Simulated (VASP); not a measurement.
Crystal: NiMoIrPdW.

```xyz
5
Lattice="4.1467 0.0000 0.0000 -2.0734 3.5911 0.0000 0.0000 0.0000 5.4163" Properties=species:S:1:pos:R:3 pbc="T T T"
Ni    0.0000    0.0000    0.1203
Mo    2.0734    1.1970    2.4913
Pd    0.0000    2.3941    4.0406
Ir    0.0000    2.3941    1.3888
W     2.0734    1.1970    5.4155
```

```yaml
Program: VASP 6.6.1
Task: relaxation of cell and atoms
Functional: PBEsol
Potentials_or_basis: VASP PAW PBE potentials, release 64 (Ni, Mo_sv, Pd, Ir, W_sv)
Cutoff: 600 eV
k_mesh: 4 × 4 × 3
Occupations: fermi-dirac, width 0.05 eV
Spin: collinear spin, ferromagnetic start
Starting_moments: "[1.0, 1.0, 0.0, 0.6, 0.0] μB"
```

At the start: pressure -8.0 GPa; volume 16.13 Å³/atom.

Where does the relaxation end?

Over 41 steps the energy falls by 19.6 meV/atom and the volume is 15.40 Å³/atom (-4.5 %); space group P3m1 (No. 156, to 0.1 Å) before and after; moment 0.00 μB per cell.

The path:
| step | energy change (eV) | largest force (eV/Å) | pressure (GPa) | volume (Å³) |
| --- | --- | --- | --- | --- |
| 1 | 0.0000 | 0.1896 | -7.98 | 80.66 |
| 3 | -0.0738 | 0.5531 | -0.08 | 77.94 |
| 5 | -0.0902 | 0.1131 | 0.24 | 77.53 |
| 7 | -0.0909 | 0.0440 | -0.46 | 77.68 |
| 9 | -0.0913 | 0.0454 | 0.18 | 77.47 |
| 11 | -0.0915 | 0.0397 | 0.11 | 77.48 |
| 13 | -0.0921 | 0.0515 | 0.19 | 77.42 |
| 15 | -0.0923 | 0.0481 | -0.24 | 77.54 |
| 17 | -0.0929 | 0.0365 | -0.29 | 77.53 |
| 19 | -0.0935 | 0.0915 | -0.15 | 77.44 |
| 21 | -0.0940 | 0.0842 | 0.43 | 77.22 |
| 23 | -0.0948 | 0.1133 | 0.34 | 77.13 |
| 25 | -0.0955 | 0.1205 | -0.32 | 77.30 |
| 27 | -0.0967 | 0.0475 | 0.11 | 77.15 |
| 29 | -0.0972 | 0.0507 | 0.07 | 77.14 |
| 31 | -0.0974 | 0.1137 | -0.22 | 77.19 |
| 33 | -0.0977 | 0.0480 | -0.03 | 77.12 |
| 35 | -0.0978 | 0.0329 | 0.15 | 77.09 |
| 37 | -0.0979 | 0.0322 | -0.09 | 77.13 |
| 39 | -0.0980 | 0.0339 | 0.03 | 77.06 |
| 41 | -0.0981 | 0.0113 | 0.09 | 77.02 |

Final structure:
```
CELL_PARAMETERS angstrom
4.10194 -0.00002 0.00002
-2.05098 3.55238 -0.00002
0.00002 -0.00001 5.28589
ATOMIC_POSITIONS crystal
Ni 0.00000 0.00000 0.99501
Mo 0.66667 0.33333 0.48382
Pd 0.33333 0.66667 0.74795
Ir 0.33333 0.66667 0.25476
W 0.66667 0.33333 0.00290
```

Caveat: the k points lie up to 0.44 Å⁻¹ apart in the final cell; the moments typed at the start vanished in this run; the PAW data sets were made with another functional, which shifts forces and pressure a little.
